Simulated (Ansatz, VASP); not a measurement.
**Al2Cu in VASP and in Ansatz**

File INCAR:

```
SYSTEM = Al2Cu
  PREC = Accurate
  ENCUT = 520
  EDIFF = 1E-6
  ISMEAR = 0
  SIGMA = 0.15
  LREAL = .False.
  LASPH = .True.
  NELM = 60
  ALGO = Fast
  ISIF = 2
  LWAVE = .False.
  LCHARG = .True.
  GGA = PS
  LELF = .True.
  LVHAR = .True.
  NBANDS = 26
```

The input KPOINTS:

```
regular mesh
0
Gamma
  10 10 10
  0 0 0
```

POSCAR

```
Al2Cu
1.0
   -2.8766500000      2.8766500000      2.2931000000
    2.8766500000     -2.8766500000      2.2931000000
    2.8766500000      2.8766500000     -2.2931000000
Al Cu
4 2
Direct
    0.1593210787      0.6593210787      0.8186421574
    0.6593210787      0.8406789213      0.5000000000
    0.8406789213      0.3406789213      0.1813578426
    0.3406789213      0.1593210787      0.5000000000
    0.7500000000      0.7500000000      0.0000000000
    0.2500000000      0.2500000000      0.0000000000
```

Input for Ansatz:

```yaml
crystal:
  lattice:
    - [-2.87665, 2.87665, 2.2931]
    - [2.87665, -2.87665, 2.2931]
    - [2.87665, 2.87665, -2.2931]
  atoms:
    - { symbol: Al, position: [0.1593210787, 0.6593210787, 0.8186421574] }
    - { symbol: Al, position: [0.6593210787, 0.8406789213, 0.5] }
    - { symbol: Al, position: [0.8406789213, 0.3406789213, 0.1813578426] }
    - { symbol: Al, position: [0.3406789213, 0.1593210787, 0.5] }
    - { symbol: Cu, position: [0.75, 0.75, 0.0] }
    - { symbol: Cu, position: [0.25, 0.25, 0.0] }
basis:
  ecutwfc: 520.0
kpoints:
  mp_grid: { grid: [10, 10, 10] }
hamiltonian:
  xc: pbesol
  pseudopotentials: { kind: paw, azcp: { folder: soft_1 } }
scf:
  occupations: { method: gaussian, width: 0.15 }
output:
  forces: true
  stress: true
  eigenvalues: true
  write_density: true
  write_potential: true
  elf: true
  volumetric_format: npy
```

Alike in both runs: task single point; functional PBEsol; k mesh 10 × 10 × 10; occupations gaussian, width 0.15 eV; no spin polarisation.

|  | VASP | Ansatz |
| --- | --- | --- |
| version | VASP 6.6.1 | Ansatz 0.2.0 |
| potentials or method | VASP PAW PBE potentials, release 64 (Al, Cu), cutoff 520 eV | scalar-relativistic, plane waves, PAW |
| valence electrons in the cell | 34 | 50 |

```tsv
	VASP	Ansatz	Ansatz less VASP
gap on the k mesh at the Fermi level (eV)	none	none	-
pressure (GPa)	19.9	19.7	-0.28
traceless stress, the component that is largest in VASP (GPa)	1.60	1.58	-0.014
rms of the force components (eV/Å)	0.083	0.083	-0.0001
```

VASP's potentials were made for PBE, not for PBEsol, and Ansatz warns of the same on its side. Atom by atom the forces differ by 0.000 eV/Å (rms over components). A gap of «none» marks a metal or a gap that the smearing closes. VASP's potentials hold 34 valence electrons a cell and Ansatz's 50, so a difference there can come from the potentials and not from the codes.
